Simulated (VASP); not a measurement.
# Si (P6_3/mmc) in VASP: further runs

Runs on Si. Level: LDA. Tasks: single point.

Program: VASP 6.6.1. These are calculated values, not measurements. Logs are shortened: lines on timing, memory, paths and dates and some standing lists are left out, and cuts for length are marked.

## Step 1: The cell of the first run

The structure is hexagonal, space group P6_3/mmc (No. 194). The conventional cell has a = 2.735 Å, b = 2.735 Å, c = 4.613 Å, α = 90.00°, β = 90.00°, γ = 120.00°. Si (site symmetry -6m2) has 12 Si at 2.73 to 2.80 Å within 3.6 Å.

## Step 2: Single point, LDA (volume scaled by 1.08)

File INCAR:

```
SYSTEM = Si
  PREC = Accurate
  ENCUT = 520
  EDIFF = 1E-6
  ISMEAR = -1
  SIGMA = 0.1
  LREAL = .FALSE.
  LASPH = .TRUE.
  NELM = 60
  ALGO = Normal
  ISIF = 2
  LWAVE = .FALSE.
  LCHARG = .FALSE.
  GGA = CA
  NBANDS = 11
```

File KPOINTS:

```
Automatic mesh
0
G
  15 15 8
  0 0 0
```

File POSCAR:

```
Si
1.0
    2.7349137380      0.0000000000      0.0000000000
   -1.3674568690      2.3685047743      0.0000000000
    0.0000000000      0.0000000000      4.6132754549
Si
2
Direct
    0.3333333333      0.6666666667      0.2500000000
    0.6666666667      0.3333333333      0.7500000000
```

Potentials or basis: VASP PAW LDA potentials, release 64 (Si).

Command:

```sh
cat potpaw_LDA.64/Si/POTCAR > POTCAR
mpirun -np 1 vasp_std > vasp.out
```

OUTCAR:

```text
SYSTEM = Si
   PREC = Accurate
   ENCUT = 520
   EDIFF = 1E-6
   ISMEAR = -1
   LREAL = .FALSE.
   LASPH = .TRUE.
   NELM = 60
   ISIF = 2
   GGA = CA

 ion  position               nearest neighbor table
   1  0.333  0.667  0.250-   2 2.80   2 2.80   2 2.80   2 2.80   2 2.80   2 2.80
   2  0.667  0.333  0.750-   1 2.80   1 2.80   1 2.80   1 2.80   1 2.80   1 2.80

  LATTYP: Found a hexagonal cell.
 ALAT       =     2.7349137380
 C/A-ratio  =     1.6868083957

  Lattice vectors:

 A1 = (   2.7349137380,   0.0000000000,   0.0000000000)
 A2 = (  -1.3674568690,   2.3685047743,   0.0000000000)
 A3 = (   0.0000000000,   0.0000000000,   4.6132754549)

Analysis of symmetry for initial positions (statically):
=====================================================================
 Subroutine PRICEL returns:
 Original cell was already a primitive cell.

 Routine SETGRP: Setting up the symmetry group for a
 hexagonal supercell.

 Subroutine GETGRP returns: Found 24 space group operations
 (whereof 12 operations were pure point group operations)
 out of a pool of 24 trial point group operations.

The static configuration has the point symmetry D_3d.
 The point group associated with its full space group is D_6h.

Analysis of symmetry for dynamics (positions and initial velocities):
=====================================================================
 Subroutine PRICEL returns:
 Original cell was already a primitive cell.

 Routine SETGRP: Setting up the symmetry group for a
 hexagonal supercell.

 Subroutine GETGRP returns: Found 24 space group operations
 (whereof 12 operations were pure point group operations)
 out of a pool of 24 trial point group operations.

The dynamic configuration has the point symmetry D_3d.
 The point group associated with its full space group is D_6h.

 Subroutine INISYM returns: Found 24 space group operations
 (whereof 12 operations are pure point group operations),
 and found     1 'primitive' translations

----------------------------------------------------------------------------------------

                                     Primitive cell

  volume of cell :      29.8832

  direct lattice vectors                    reciprocal lattice vectors
     2.734913738  0.000000000  0.000000000     0.365642245  0.211103649  0.000000000
    -1.367456869  2.368504774  0.000000000     0.000000000  0.422207298  0.000000000
     0.000000000  0.000000000  4.613275455     0.000000000  0.000000000  0.216765725

  length of vectors
     2.734913738  2.734913738  4.613275455     0.422207298  0.422207298  0.216765725

  position of ions in fractional coordinates (direct lattice)
     0.333333333  0.666666667  0.250000000
     0.666666667  0.333333333  0.750000000

  ion indices of the primitive-cell ions
   primitive index   ion index
                 1           1
                 2           2

----------------------------------------------------------------------------------------

 KPOINTS: Automatic mesh

Automatic generation of k-mesh.
 Grid dimensions read from file:
 generate k-points for:   15   15    8

 Generating k-lattice:

  Cartesian coordinates                     Fractional coordinates (reciprocal lattice)
     0.024376150  0.014073577  0.000000000     0.066666667  0.000000000  0.000000000
     0.000000000  0.028147153  0.000000000     0.000000000  0.066666667  0.000000000
     0.000000000  0.000000000  0.027095716     0.000000000  0.000000000  0.125000000

  Length of vectors
     0.028147153  0.028147153  0.027095716

  Shift w.r.t. Gamma in fractional coordinates (k-lattice)
     0.000000000  0.000000000  0.000000000

 Subroutine IBZKPT returns following result:
 ===========================================

 Found    135 irreducible k-points:

 Following reciprocal coordinates:
            Coordinates               Weight
  0.000000  0.000000  0.000000      1.000000
  0.066667  0.000000  0.000000      6.000000
  0.133333 -0.000000  0.000000      6.000000
  0.200000  0.000000  0.000000      6.000000
  0.266667 -0.000000  0.000000      6.000000
  0.333333  0.000000  0.000000      6.000000
[... 16 lines left out ...]
  0.333333  0.200000  0.000000     12.000000
  0.400000  0.200000  0.000000      6.000000
 [... further k-points ...]
   k-points           NKPTS =    135   k-points in BZ     NKDIM =    135   number of bands    NBANDS=     11
   number of dos      NEDOS =    301   number of ions     NIONS =      2
   total plane-waves  NPLWV =  14400
   dimension x,y,z NGX =    20 NGY =   20 NGZ =   36
   dimension x,y,z NGXF=    40 NGYF=   40 NGZF=   72
   ions per type =               2
   NGX,Y,Z   is equivalent  to a cutoff of  12.16, 12.16, 12.97 a.u.
   NGXF,Y,Z  is equivalent  to a cutoff of  24.31, 24.31, 25.95 a.u.
 SYSTEM =  Si
   PREC   = accura    normal or accurate (medium, high low for compatibility)
   ISTART =      0    job   : 0-new  1-cont  2-samecut
   ICHARG =      2    charge: 1-file 2-atom 10-const
   ISPIN  =      1    spin polarized calculation?
   LNONCOLLINEAR =      F non collinear calculations
   LSORBIT =      F    spin-orbit coupling
   LASPH  =      T    aspherical Exc in radial PAW
   ENCUT  =  520.0 eV  38.22 Ry    6.18 a.u.   5.09  5.09  8.58*2*pi/ulx,y,z
   NELM   =     60;   NELMIN=  2; NELMDL= -5     # of ELM steps
   EDIFF  = 0.1E-05   stopping-criterion for ELM
   LREAL  =      F    real-space projection
   EDIFFG = 0.1E-04   stopping-criterion for IOM
   NSW    =      0    number of steps for IOM
   IBRION =     -1    ionic relax: 0-MD 1-quasi-New 2-CG
   NFREE  =      0    steps in history (QN), initial steepest desc. (CG)
   ISIF   =      2    stress and relaxation
   ISYM   =      2    0-nonsym 1-usesym 2-fastsym
   POTIM  = 0.5000    time-step for ionic-motion
   TEBEG  =    0.0;   TEEND  =   0.0 temperature during run
   PSTRESS=    0.0 pullay stress
   NELECT =       8.0000    total number of electrons
   NUPDOWN=      -1.0000    fix difference up-down
   EMIN   =  10.00;   EMAX   =-10.00  energy-range for DOS
   EFERMI =   0.00;   METHOD = LEGACY
   ISMEAR =    -1;   SIGMA  =   0.10  broadening in eV -4-tet -1-fermi 0-gaus
   EFERMI_NEDOS =   21; number of points for ismear=-14 and -15
   IALGO  =     38    algorithm
   IMIX   =      4    mixing-type and parameters
     AMIX     =   0.40;   BMIX     =  1.00
     AMIX_MAG =   1.60;   BMIX_MAG =  1.00
  volume/ion in A,a.u.               =      14.94       100.83
  Fermi-wavevector in a.u.,A,eV,Ry     =   1.055105  1.993860 15.146643  1.113247
  Thomas-Fermi vector in A             =   2.190291
   LORBIT       =      0    0 simple, 1 ext, 2 COOP (PROOUT), +10 PAW based schemes
   GGA     = CA    functional components
   LHFCALC =     F    Hartree Fock is set to
   AEXX    =    0.0000 exact exchange contribution
   IVDW    =     0    specifies the selected vdW correction
   LEPSILON=     F    determine dielectric tensor
   LRPA    =     F    only Hartree local field effects (RPA)
 non-spin polarized calculation
  energy-cutoff  :      520.00
  volume of cell :       29.88
 maximum number of plane-waves:       825
   NGX = 11   NGY = 11   NGZ = 17

 number of electron       7.9999999 magnetization

 Free energy of the ion-electron system (eV)
  ---------------------------------------------------
  ext. energy  EPLUGINS =         0.00000000
  ---------------------------------------------------
  free energy    TOTEN  =       -11.04887103 eV

  energy without entropy =      -11.02022497  energy(sigma->0) =      -11.03454800

 E-fermi :   9.7053     XC(G=0): -11.1356

 val. band max:        9.7044453896   @ k =   0.2667   0.2000   0.5000
 cond. band min:       9.7055195114   @ k =   0.2000   0.1333   0.2500
 fundamental gap:      0.0010741218
 Fermi energy:         9.7053450147

 k-point     1 :       0.0000    0.0000    0.0000
  band No.  band energies     occupation
      1      -4.4005      2.00000
      2       1.7524      2.00000
      3       2.8854      2.00000
      4      17.9996      0.00000
      5      17.9996      0.00000
      6      19.4400      0.00000
      7      19.4400      0.00000
      8      19.6590      0.00000
      9      20.5791      0.00000
     10      22.3905      0.00000
     11      22.9717      0.00000

 k-point     2 :       0.0667    0.0000    0.0000
  band No.  band energies     occupation
      1      -4.2858      2.00000
      2       1.8656      2.00000
      3       2.9939      2.00000
      4      16.4569      0.00000
      5      17.2157      0.00000
      6      19.0064      0.00000
      7      19.6033      0.00000
      8      20.1553      0.00000
      9      21.2784      0.00000
     10      21.5581      0.00000
     11      22.4342      0.00000

 k-point     3 :       0.1333   -0.0000    0.0000
  band No.  band energies     occupation
      1      -3.9421      2.00000
      2       2.2046      2.00000
      3       3.3192      2.00000
      4      13.9741      0.00000
      5      16.1205      0.00000
      6      18.0585      0.00000
      7      19.2022      0.00000
      8      19.4485      0.00000
      9      20.2588      0.00000
     10      21.9680      0.00000
     11      22.4134      0.00000

 k-point     4 :       0.2000    0.0000    0.0000
  band No.  band energies     occupation
      1      -3.3707      2.00000
      2       2.7674      2.00000
      3       3.8599      2.00000
      4      11.4524      0.00000
      5      15.1548      0.00000
      6      16.6412      0.00000
      7      17.6919      0.00000
      8      17.8384      0.00000
      9      19.5886      0.00000
     10      21.6044      0.00000
     11      22.2784      0.00000

 k-point     5 :       0.2667   -0.0000    0.0000
  band No.  band energies     occupation
      1      -2.5739      2.00000
      2       3.5507      2.00000
      3       4.6137      2.00000
      4       9.0417      1.99738
      5      14.3687      0.00000
      6      14.5947      0.00000
      7      15.8255      0.00000
      8      16.7340      0.00000
      9      18.9252      0.00000
     10      21.5466      0.00000
     11      22.0544      0.00000
[... 211 lines left out ...]
 k-point    21 :       0.2000    0.2000    0.0000
  band No.  band energies     occupation
      1      -1.3290      2.00000
      2       4.7706      2.00000
      3       5.7891      2.00000
      4       8.3033      2.00000
      5       8.9734      1.99868
      6      14.1543      0.00000
      7      14.2659      0.00000
      8      14.5856      0.00000
      9      17.0779      0.00000
     10      22.2763      0.00000
     11      23.1143      0.00000

 k-point    22 :       0.2667    0.2000    0.0000
  band No.  band energies     occupation
      1      -0.2066      2.00000
      2       5.8669      2.00000
      3       6.4201      2.00000
      4       6.8393      2.00000
      5       8.1754      2.00000
      6      12.2103      0.00000
      7      13.0743      0.00000
      8      13.7189      0.00000
      9      15.9956      0.00000
     10      22.2270      0.00000
     11      24.1274      0.00000

 k-point    23 :       0.3333    0.2000    0.0000
  band No.  band energies     occupation
      1       1.1218      2.00000
      2       4.4994      2.00000
      3       7.1688      2.00000
      4       7.8246      2.00000
      5       8.0432      2.00000
      6      10.3599      0.00287
      7      11.4617      0.00000
      8      13.4187      0.00000
      9      15.4642      0.00000
     10      21.9970      0.00000
     11      25.0099      0.00000

 k-point    24 :       0.4000    0.2000    0.0000
  band No.  band energies     occupation
      1       2.3795      2.00000
      2       3.0402      2.00000
      3       7.7099      2.00000
      4       8.5649      1.99998
      5       8.7804      1.99981
      6       8.9485      1.99897
      7      10.4012      0.00190
      8      13.3184      0.00000
      9      15.3041      0.00000
     10      21.9143      0.00000
     11      25.5606      0.00000

 [... further k-points ...]
[... 5 lines left out ...]
  --------------------------------------------------------------------------------------
  -------------------------------------------------------------------------------------
  Total       -1.2641711     -1.2641711     -0.9921371     -0.0000000     -0.0000000      0.0000000
  in kB      -67.7780615    -67.7780615    -53.1930643     -0.0000000     -0.0000000      0.0000000
  external PRESSURE =     -62.9163958 kB  Pullay stress =       0.0000000 kB

 VOLUME and BASIS-vectors are now :
 -----------------------------------------------------------------------------
  energy-cutoff  :      520.00
  volume of cell :       29.88
      direct lattice vectors                 reciprocal lattice vectors
     2.734913738  0.000000000  0.000000000     0.365642245  0.211103649  0.000000000
    -1.367456869  2.368504774  0.000000000     0.000000000  0.422207298  0.000000000
     0.000000000  0.000000000  4.613275455     0.000000000  0.000000000  0.216765725

 POSITION                                       TOTAL-FORCE (eV/Angst)
 -----------------------------------------------------------------------------------
     -0.00000      1.57900      1.15332        -0.000000      0.000000      0.000000
      1.36746      0.78950      3.45996         0.000000     -0.000000      0.000000
 -----------------------------------------------------------------------------------
    total drift:                               -0.000000      0.000000      0.000000

  FREE ENERGIE OF THE ION-ELECTRON SYSTEM (eV)
  ---------------------------------------------------
  free  energy   TOTEN  =       -11.0488710338 eV

  energy  without entropy=      -11.0202249696  energy(sigma->0) =      -11.03454800
```

It took 14 s on 1 thread of AMD EPYC 9R45 (Zen 5), shared host; peak memory 0.11 GiB.

Results:

* Free energy: -11.0489 eV
* Pressure: -6.3 GPa
* Band gap on the k mesh: zero (band 4 reaches 18.00 eV, above the bottom of band 5 at 6.26 eV)

Levels at points of the mesh, in eV from the Fermi level:
```csv
k point,band 2,band 3,band 4,band 5,band 6,band 7
"(0.00, 0.00, 0.00)",-7.95,-6.82,8.29,8.29,9.73,9.73
"(0.00, 0.00, 0.50)",-12.42,0.67,0.67,9.50,9.50,9.50
```

## Step 3: Single point, LDA (volume scaled by 1.12)

File INCAR:

```
PREC     = Accurate       # precision mode
ENCUT    = 520            # plane-wave cutoff, eV
EDIFF    = 1E-6           # SCF threshold, eV
ISMEAR   = -1             # smearing method
SIGMA    = 0.1            # smearing width, eV
LREAL    = F              # projectors in reciprocal space
LASPH    = T              # aspherical terms in the spheres
NELM     = 60             # most SCF steps
ALGO     = Normal         # electronic algorithm
ISIF     = 2              # what is computed and relaxed
LWAVE    = F              # write WAVECAR
LCHARG   = F              # write CHGCAR
NBANDS   = 11             # bands
```

File KPOINTS:

```
regular mesh
0
Gamma
  15 15 8
```

File POSCAR:

```
Si
1.0
    2.7682696319      0.0000000000      0.0000000000
   -1.3841348160      2.3973918258      0.0000000000
    0.0000000000      0.0000000000      4.6695404568
Si
2
Direct
    0.3333333333      0.6666666667      0.2500000000
    0.6666666667      0.3333333333      0.7500000000
```

Potentials or basis: VASP PAW LDA potentials, release 64 (Si).

Command:

```sh
cat potpaw_LDA.64/Si/POTCAR > POTCAR
mpirun -np 1 vasp_std > vasp.out
```

OUTCAR:

```text
PREC = Accurate
   ENCUT = 520
   EDIFF = 1E-6
   ISMEAR = -1
   LREAL = F
   LASPH = T
   NELM = 60
   ISIF = 2

 ion  position               nearest neighbor table
   1  0.333  0.667  0.250-   2 2.83   2 2.83   2 2.83   2 2.83   2 2.83   2 2.83
   2  0.667  0.333  0.750-   1 2.83   1 2.83   1 2.83   1 2.83   1 2.83   1 2.83

  LATTYP: Found a hexagonal cell.
 ALAT       =     2.7682696319
 C/A-ratio  =     1.6868083958

  Lattice vectors:

 A1 = (   2.7682696319,   0.0000000000,   0.0000000000)
 A2 = (  -1.3841348160,   2.3973918258,   0.0000000000)
 A3 = (   0.0000000000,   0.0000000000,   4.6695404568)

Analysis of symmetry for initial positions (statically):
=====================================================================
 Subroutine PRICEL returns:
 Original cell was already a primitive cell.

 Routine SETGRP: Setting up the symmetry group for a
 hexagonal supercell.

 Subroutine GETGRP returns: Found 24 space group operations
 (whereof 12 operations were pure point group operations)
 out of a pool of 24 trial point group operations.

The static configuration has the point symmetry D_3d.
[... 174 lines left out ...]
      3       2.6523      2.00000
      4      17.2432      0.00000
      5      17.2432      0.00000
      6      18.7181      0.00000
      7      18.7181      0.00000
      8      18.8061      0.00000
      9      20.0040      0.00000
     10      21.5971      0.00000
     11      22.1651      0.00000
[... 309 lines left out ...]
 k-point    24 :       0.4000    0.2000    0.0000
  band No.  band energies     occupation
      1       2.0385      2.00000
      2       2.7492      2.00000
      3       7.2902      2.00000
      4       8.0971      1.99997
      5       8.2051      1.99993
      6       8.5427      1.99782
      7      10.0019      0.00084
      8      12.6793      0.00000
      9      14.8313      0.00000
     10      21.1918      0.00000
     11      24.6828      0.00000

 [... further k-points ...]

------------------------ aborting loop because EDIFF is reached ----------------------------------------

  FORCE on cell =-STRESS in cart. coord.  units (eV):
  Direction    XX          YY          ZZ          XY          YZ          ZX
  --------------------------------------------------------------------------------------
  -------------------------------------------------------------------------------------
  Total       -1.7423320     -1.7423320     -1.4419187      0.0000000     -0.0000000      0.0000000
  in kB      -90.0782532    -90.0782532    -74.5469366      0.0000000     -0.0000000      0.0000000
  external PRESSURE =     -84.9011477 kB  Pullay stress =       0.0000000 kB

 VOLUME and BASIS-vectors are now :
 -----------------------------------------------------------------------------
  energy-cutoff  :      520.00
  volume of cell :       30.99
      direct lattice vectors                 reciprocal lattice vectors
     2.768269632  0.000000000  0.000000000     0.361236488  0.208559984  0.000000000
    -1.384134816  2.397391826  0.000000000     0.000000000  0.417119967  0.000000000
     0.000000000  0.000000000  4.669540457     0.000000000  0.000000000  0.214153836

 POSITION                                       TOTAL-FORCE (eV/Angst)
 -----------------------------------------------------------------------------------
     -0.00000      1.59826      1.16739         0.000000     -0.000000      0.000000
      1.38413      0.79913      3.50216        -0.000000      0.000000      0.000000
 -----------------------------------------------------------------------------------
    total drift:                                0.000000     -0.000000      0.000000

  FREE ENERGIE OF THE ION-ELECTRON SYSTEM (eV)
  ---------------------------------------------------
  free  energy   TOTEN  =       -10.9977249081 eV

  energy  without entropy=      -10.9680512361  energy(sigma->0) =      -10.98288807
```

OSZICAR:

```text
N       E                     dE             d eps       ncg     rms          rms(c)
DAV:   1     0.477542315801E+01    0.47754E+01   -0.33912E+03  2970   0.608E+02
DAV:   2    -0.105791645616E+02   -0.15355E+02   -0.14767E+02  3886   0.833E+01
DAV:   3    -0.110378293353E+02   -0.45866E+00   -0.45545E+00  3991   0.118E+01
DAV:   4    -0.110397075426E+02   -0.18782E-02   -0.18779E-02  3646   0.945E-01
DAV:   5    -0.110397161292E+02   -0.85866E-05   -0.85859E-05  3720   0.591E-02    0.341E+00
DAV:   6    -0.110119506919E+02    0.27765E-01   -0.10426E-02  3464   0.455E-01    0.188E+00
DAV:   7    -0.109978034985E+02    0.14147E-01   -0.17734E-02  3296   0.590E-01    0.118E-01
DAV:   8    -0.109977245375E+02    0.78961E-04   -0.20779E-04  4205   0.984E-02    0.232E-02
DAV:   9    -0.109977249081E+02   -0.37055E-06   -0.13866E-06  3342   0.752E-03
   1 F= -.10997725E+02 E0= -.10982888E+02  d E =-.296737E-01
```

It took 18 s on 1 thread of AMD EPYC 9R45 (Zen 5), shared host; peak memory 0.12 GiB.

What came out:

```
Free energy            : -10.9977 eV
Pressure               : -8.5 GPa
Band gap on the k mesh : zero (band 4 reaches 17.24 eV, above the bottom of band 5 at 5.84 eV)
```

Stress tensor (GPa, compression positive):
```
-9.01  0.00  0.00
 0.00 -9.01  0.00
 0.00  0.00 -7.45
```
